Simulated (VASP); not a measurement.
# Te2Mo in VASP: further runs

Te2Mo is run at these levels: r2SCAN; tasks: single point.

All numbers are computed with VASP 6.6.1; they aren't measurements. Logs are shortened: lines on timing, memory, paths and dates and some standing lists are left out, and cuts for length are marked.

## (1) The cell of the first run

The cell holds a slab with vacuum, 3 atoms: a = 3.703 Å, b = 3.703 Å, c = 18.926 Å, α = 90.00°, β = 90.00°, γ = 120.00°.

## (2) Single point, r2SCAN (strain +0.040 along x and y, +0.080 along z)

File POSCAR:

```
Te2Mo
1.0
    3.7026421266      0.0000000000      0.0000000000
   -1.8513210633      3.2065821427      0.0000000000
    0.0000000000      0.0000000000     18.9259824456
Te Mo
2 1
Direct
    0.3333333333      0.6666666667      0.8978554500
    0.3333333333      0.6666666667      0.1021445500
    0.0000000000      0.0000000000      0.0000000000
```

File INCAR.step1:

```
PREC     = Accurate       # precision mode
ENCUT    = 520            # plane-wave cutoff, eV
ISMEAR   = 0              # smearing method
SIGMA    = 0.05           # smearing width, eV
LREAL    = F              # projectors in reciprocal space
LASPH    = T              # aspherical terms in the spheres
NELM     = 80             # most SCF steps
NBANDS   = 20             # bands
GGA      = PE             # functional
ALGO     = Normal         # electronic algorithm
EDIFF    = 1E-4           # SCF threshold, eV
LWAVE    = T              # write WAVECAR
LCHARG   = F              # write CHGCAR
```

File INCAR.step2:

```
PREC     = Accurate       # precision mode
ENCUT    = 520            # plane-wave cutoff, eV
EDIFF    = 1E-7           # SCF threshold, eV
ISMEAR   = 0              # smearing method
SIGMA    = 0.05           # smearing width, eV
LREAL    = F              # projectors in reciprocal space
LASPH    = T              # aspherical terms in the spheres
NELM     = 80             # most SCF steps
ALGO     = Normal         # electronic algorithm
ISIF     = 2              # what is computed and relaxed
LWAVE    = F              # write WAVECAR
LCHARG   = T              # write CHGCAR
METAGGA  = R2SCAN         # meta-GGA
LMIXTAU  = T            
LELF     = T              # ELF
LVHAR    = T            
NBANDS   = 20             # bands
ISTART   = 1
```

File KPOINTS:

```
Automatic mesh
0
Gamma
  12 12 2
```

Potentials or basis: VASP PAW PBE potentials, release 64 (Te, Mo_sv).

On the command line:

```
> cat potpaw_PBE.64/Te/POTCAR potpaw_PBE.64/Mo_sv/POTCAR > POTCAR
> cp INCAR.step1 INCAR
> mpirun -np 1 vasp_std > vasp.out
> cp INCAR.step2 INCAR
> mpirun -np 1 vasp_std > vasp.out
```

OUTCAR:

```text
PREC = Accurate
   ENCUT = 520
   EDIFF = 1E-7
   ISMEAR = 0
   LREAL = F
   LASPH = T
   NELM = 80
   ISIF = 2
   METAGGA = R2SCAN
   ISTART = 1

 ion  position               nearest neighbor table
   1  0.333  0.667  0.898-   3 2.88   3 2.88   3 2.88
   2  0.333  0.667  0.102-   3 2.88   3 2.88   3 2.88
   3  0.000  0.000  0.000-   1 2.88   2 2.88   1 2.88   2 2.88   1 2.88   2 2.88

  LATTYP: Found a hexagonal cell.
 ALAT       =     3.7026421266
 C/A-ratio  =     5.1114803425

  Lattice vectors:

 A1 = (   3.7026421266,   0.0000000000,   0.0000000000)
 A2 = (  -1.8513210633,   3.2065821427,   0.0000000000)
 A3 = (   0.0000000000,   0.0000000000,  18.9259824456)

Analysis of symmetry for initial positions (statically):
=====================================================================
 Subroutine PRICEL returns:
 Original cell was already a primitive cell.

 Routine SETGRP: Setting up the symmetry group for a
 hexagonal supercell.

 Subroutine GETGRP returns: Found 12 space group operations
 (whereof 12 operations were pure point group operations)
 out of a pool of 24 trial point group operations.

The static configuration has the point symmetry D_3h.

Analysis of symmetry for dynamics (positions and initial velocities):
=====================================================================
 Subroutine PRICEL returns:
 Original cell was already a primitive cell.

 Routine SETGRP: Setting up the symmetry group for a
 hexagonal supercell.

 Subroutine GETGRP returns: Found 12 space group operations
 (whereof 12 operations were pure point group operations)
 out of a pool of 24 trial point group operations.

The dynamic configuration has the point symmetry D_3h.

 Subroutine INISYM returns: Found 12 space group operations
 (whereof 12 operations are pure point group operations),
 and found     1 'primitive' translations

----------------------------------------------------------------------------------------

                                     Primitive cell

  volume of cell :     224.7049

  direct lattice vectors                    reciprocal lattice vectors
     3.702642127  0.000000000  0.000000000     0.270077411  0.155929266  0.000000000
    -1.851321063  3.206582143  0.000000000     0.000000000  0.311858532  0.000000000
     0.000000000  0.000000000 18.925982446     0.000000000  0.000000000  0.052837416

  length of vectors
     3.702642127  3.702642127 18.925982446     0.311858532  0.311858532  0.052837416

  position of ions in fractional coordinates (direct lattice)
     0.333333333  0.666666667  0.897855450
     0.333333333  0.666666667  0.102144550
     0.000000000  0.000000000  0.000000000

  ion indices of the primitive-cell ions
   primitive index   ion index
                 1           1
                 2           2
                 3           3

----------------------------------------------------------------------------------------

 KPOINTS: Automatic mesh

Automatic generation of k-mesh.
 Grid dimensions read from file:
 generate k-points for:   12   12    2

 Generating k-lattice:

  Cartesian coordinates                     Fractional coordinates (reciprocal lattice)
     0.022506451  0.012994106  0.000000000     0.083333333  0.000000000  0.000000000
     0.000000000  0.025988211  0.000000000     0.000000000  0.083333333  0.000000000
     0.000000000  0.000000000  0.026418708     0.000000000  0.000000000  0.500000000

  Length of vectors
     0.025988211  0.025988211  0.026418708

  Shift w.r.t. Gamma in fractional coordinates (k-lattice)
     0.000000000  0.000000000  0.000000000

 Subroutine IBZKPT returns following result:
 ===========================================

 Found     38 irreducible k-points:

 Following reciprocal coordinates:
            Coordinates               Weight
  0.000000  0.000000  0.000000      1.000000
  0.083333  0.000000  0.000000      6.000000
  0.166667  0.000000  0.000000      6.000000
  0.250000 -0.000000  0.000000      6.000000
  0.333333 -0.000000  0.000000      6.000000
  0.416667  0.000000  0.000000      6.000000
[... 16 lines left out ...]
  0.250000 -0.000000  0.500000      6.000000
  0.333333 -0.000000  0.500000      6.000000
 [... further k-points ...]
   k-points           NKPTS =     38   k-points in BZ     NKDIM =     38   number of bands    NBANDS=     20
   number of dos      NEDOS =    301   number of ions     NIONS =      3
   total plane-waves  NPLWV = 112896
   dimension x,y,z NGX =    28 NGY =   28 NGZ =  144
   dimension x,y,z NGXF=    56 NGYF=   56 NGZF=  288
   ions per type =               2   1
   NGX,Y,Z   is equivalent  to a cutoff of  12.57, 12.57, 12.65 a.u.
   NGXF,Y,Z  is equivalent  to a cutoff of  25.14, 25.14, 25.30 a.u.
 SYSTEM =  unknown system
   PREC   = accura    normal or accurate (medium, high low for compatibility)
   ISTART =      1    job   : 0-new  1-cont  2-samecut
   ICHARG =      0    charge: 1-file 2-atom 10-const
   ISPIN  =      1    spin polarized calculation?
   LNONCOLLINEAR =      F non collinear calculations
   LSORBIT =      F    spin-orbit coupling
   LASPH  =      T    aspherical Exc in radial PAW
   ENCUT  =  520.0 eV  38.22 Ry    6.18 a.u.   6.88  6.88 35.19*2*pi/ulx,y,z
   NELM   =     80;   NELMIN=  2; NELMDL=  0     # of ELM steps
   EDIFF  = 0.1E-06   stopping-criterion for ELM
   LREAL  =      F    real-space projection
   EDIFFG = 0.1E-05   stopping-criterion for IOM
   NSW    =      0    number of steps for IOM
   IBRION =     -1    ionic relax: 0-MD 1-quasi-New 2-CG
   NFREE  =      0    steps in history (QN), initial steepest desc. (CG)
   ISIF   =      2    stress and relaxation
   ISYM   =      2    0-nonsym 1-usesym 2-fastsym
   POTIM  = 0.5000    time-step for ionic-motion
   TEBEG  =    0.0;   TEEND  =   0.0 temperature during run
   PSTRESS=    0.0 pullay stress
   NELECT =      26.0000    total number of electrons
   NUPDOWN=      -1.0000    fix difference up-down
   EMIN   =  10.00;   EMAX   =-10.00  energy-range for DOS
   EFERMI =   0.00;   METHOD = LEGACY
   ISMEAR =     0;   SIGMA  =   0.05  broadening in eV -4-tet -1-fermi 0-gaus
   EFERMI_NEDOS =   21; number of points for ismear=-14 and -15
   IALGO  =     38    algorithm
   IMIX   =      4    mixing-type and parameters
     AMIX     =   0.40;   BMIX     =  1.00
     AMIX_MAG =   1.60;   BMIX_MAG =  1.00
  volume/ion in A,a.u.               =      74.90       505.46
  Fermi-wavevector in a.u.,A,eV,Ry     =   0.797741  1.507511  8.658615  0.636390
  Thomas-Fermi vector in A             =   1.904517
   LORBIT       =      0    0 simple, 1 ext, 2 COOP (PROOUT), +10 PAW based schemes
   METAGGA = R2SCAN    functional components
   LHFCALC =     F    Hartree Fock is set to
   AEXX    =    0.0000 exact exchange contribution
   IVDW    =     0    specifies the selected vdW correction
   LEPSILON=     F    determine dielectric tensor
   LRPA    =     F    only Hartree local field effects (RPA)
 non-spin polarized calculation
 Gauss-broadening in eV      SIGMA  =   0.05
  energy-cutoff  :      520.00
  volume of cell :      224.70
 maximum number of plane-waves:      6078
 NGX is ok and might be reduce to    28
   NGX = 13   NGY = 13   NGZ = 71

 number of electron      25.9999999 magnetization

 Free energy of the ion-electron system (eV)
  ---------------------------------------------------
  ext. energy  EPLUGINS =         0.00000000
  ---------------------------------------------------
  free energy    TOTEN  =       -77.23739255 eV

  energy without entropy =      -77.23739255  energy(sigma->0) =      -77.23739255

 E-fermi :  -0.2077     XC(G=0):  -4.3704

 val. band max:       -0.6293863916   @ k =   0.3333   0.3333   0.0000
 cond. band min:       0.3541903283   @ k =   0.3333   0.3333   0.0000
 fundamental gap:      0.9835767199
 Fermi energy:        -0.2077396822

 k-point     1 :       0.0000    0.0000    0.0000
  band No.  band energies     occupation
      1     -63.5795      2.00000
      2     -36.9142      2.00000
      3     -36.8642      2.00000
      4     -36.8642      2.00000
      5     -13.0437      2.00000
      6     -12.3630      2.00000
[... 12 lines left out ...]
     19       4.4491      0.00000
     20       4.7867      0.00000

 k-point     2 :       0.0833    0.0000    0.0000
  band No.  band energies     occupation
      1     -63.5791      2.00000
      2     -36.9133      2.00000
      3     -36.8689      2.00000
      4     -36.8654      2.00000
      5     -12.9624      2.00000
      6     -12.3022      2.00000
[... 12 lines left out ...]
     19       4.5564      0.00000
     20       4.9595      0.00000

 k-point     3 :       0.1667    0.0000    0.0000
  band No.  band energies     occupation
      1     -63.5783      2.00000
      2     -36.9108      2.00000
      3     -36.8819      2.00000
      4     -36.8685      2.00000
      5     -12.7274      2.00000
      6     -12.1270      2.00000
[... 12 lines left out ...]
     19       4.8620      0.00000
     20       5.2857      0.00000

 k-point     4 :       0.2500   -0.0000    0.0000
  band No.  band energies     occupation
      1     -63.5771      2.00000
      2     -36.9073      2.00000
      3     -36.8995      2.00000
      4     -36.8728      2.00000
      5     -12.3683      2.00000
      6     -11.8620      2.00000
[... 12 lines left out ...]
     19       5.3356      0.00000
     20       5.6057      0.00000

 k-point     5 :       0.3333   -0.0000    0.0000
  band No.  band energies     occupation
      1     -63.5759      2.00000
      2     -36.9170      2.00000
      3     -36.9038      2.00000
      4     -36.8771      2.00000
      5     -11.9474      2.00000
      6     -11.5574      2.00000
[... 12 lines left out ...]
     19       5.2323      0.00000
     20       5.8071      0.00000

 k-point     6 :       0.4167    0.0000    0.0000
  band No.  band energies     occupation
      1     -63.5751      2.00000
      2     -36.9298      2.00000
      3     -36.9013      2.00000
      4     -36.8802      2.00000
      5     -11.5797      2.00000
      6     -11.2993      2.00000
[... 12 lines left out ...]
     19       5.5935      0.00000
     20       5.6038      0.00000

 k-point     7 :       0.5000   -0.0000    0.0000
  band No.  band energies     occupation
      1     -63.5748      2.00000
      2     -36.9345      2.00000
      3     -36.9004      2.00000
      4     -36.8813      2.00000
      5     -11.4266      2.00000
      6     -11.1950      2.00000
[... 12 lines left out ...]
     19       5.4669      0.00000
     20       5.7546      0.00000
[... 277 lines left out ...]
 k-point    20 :       0.0000    0.0000    0.5000
  band No.  band energies     occupation
      1     -63.5795      2.00000
      2     -36.9142      2.00000
      3     -36.8642      2.00000
      4     -36.8642      2.00000
      5     -13.0437      2.00000
      6     -12.3630      2.00000
[... 12 lines left out ...]
     19       4.1868      0.00000
     20       5.4079      0.00000

 k-point    21 :       0.0833    0.0000    0.5000
  band No.  band energies     occupation
      1     -63.5791      2.00000
      2     -36.9133      2.00000
      3     -36.8689      2.00000
      4     -36.8654      2.00000
      5     -12.9624      2.00000
      6     -12.3022      2.00000
[... 12 lines left out ...]
     19       4.2921      0.00000
     20       5.5123      0.00000

 k-point    22 :       0.1667    0.0000    0.5000
  band No.  band energies     occupation
      1     -63.5783      2.00000
      2     -36.9108      2.00000
      3     -36.8819      2.00000
      4     -36.8685      2.00000
      5     -12.7274      2.00000
      6     -12.1270      2.00000
[... 12 lines left out ...]
     19       4.5987      0.00000
     20       5.8081      0.00000

 k-point    23 :       0.2500   -0.0000    0.5000
  band No.  band energies     occupation
      1     -63.5771      2.00000
      2     -36.9073      2.00000
      3     -36.8995      2.00000
      4     -36.8728      2.00000
      5     -12.3683      2.00000
      6     -11.8620      2.00000
[... 12 lines left out ...]
     19       5.0912      0.00000
     20       5.8584      0.00000

 k-point    24 :       0.3333   -0.0000    0.5000
  band No.  band energies     occupation
      1     -63.5759      2.00000
      2     -36.9170      2.00000
      3     -36.9038      2.00000
      4     -36.8771      2.00000
      5     -11.9474      2.00000
      6     -11.5574      2.00000
[... 12 lines left out ...]
     19       5.2656      0.00000
     20       5.6860      0.00000

 [... further k-points ...]

------------------------ aborting loop because EDIFF is reached ----------------------------------------

  FORCE on cell =-STRESS in cart. coord.  units (eV):
  Direction    XX          YY          ZZ          XY          YZ          ZX
  --------------------------------------------------------------------------------------
  -------------------------------------------------------------------------------------
  Total       -5.0174359     -5.0174359     -7.9744946      0.0000000      0.0000000      0.0000000
  in kB      -35.7750192    -35.7750192    -56.8592612      0.0000000      0.0000000      0.0000000
  external PRESSURE =     -42.8030999 kB  Pullay stress =       0.0000000 kB

 VOLUME and BASIS-vectors are now :
 -----------------------------------------------------------------------------
  energy-cutoff  :      520.00
  volume of cell :      224.70
      direct lattice vectors                 reciprocal lattice vectors
     3.702642127  0.000000000  0.000000000     0.270077411  0.155929266  0.000000000
    -1.851321063  3.206582143  0.000000000     0.000000000  0.311858532  0.000000000
     0.000000000  0.000000000 18.925982446     0.000000000  0.000000000  0.052837416

 POSITION                                       TOTAL-FORCE (eV/Angst)
 -----------------------------------------------------------------------------------
     -0.00000      2.13772     16.99280        -0.000000      0.000000      2.060915
     -0.00000      2.13772      1.93319        -0.000000      0.000000     -2.060915
      0.00000      0.00000      0.00000         0.000000     -0.000000      0.000000
 -----------------------------------------------------------------------------------
    total drift:                               -0.000000      0.000000     -0.000000

  FREE ENERGIE OF THE ION-ELECTRON SYSTEM (eV)
  ---------------------------------------------------
  free  energy   TOTEN  =       -77.2373925507 eV

  energy  without entropy=      -77.2373925507  energy(sigma->0) =      -77.23739255
```

Wall time 7.2 min (1 thread of Intel Xeon 6975P-C (Granite Rapids), shared host); peak memory 0.48 GiB.

Results:

```
Free energy            : -77.2374 eV
Largest force          : 2.061 eV/Å
Band gap on the k mesh : 0.98 eV
```

Forces on the atoms (eV/Å):
```
Te   0.000  0.000  2.061
Te   0.000  0.000 -2.061
Mo   0.000  0.000  0.000
```

Caveat: the cell differs from its parent crystal (strain +0.040 along x and y, +0.080 along z); there is no dipole correction, which matters where the two faces differ; the PAW data sets were made with another functional, which shifts forces and pressure a little; spin-orbit coupling is left out, which moves the levels of the heavy elements.

(Continued in part 2 of 2.)
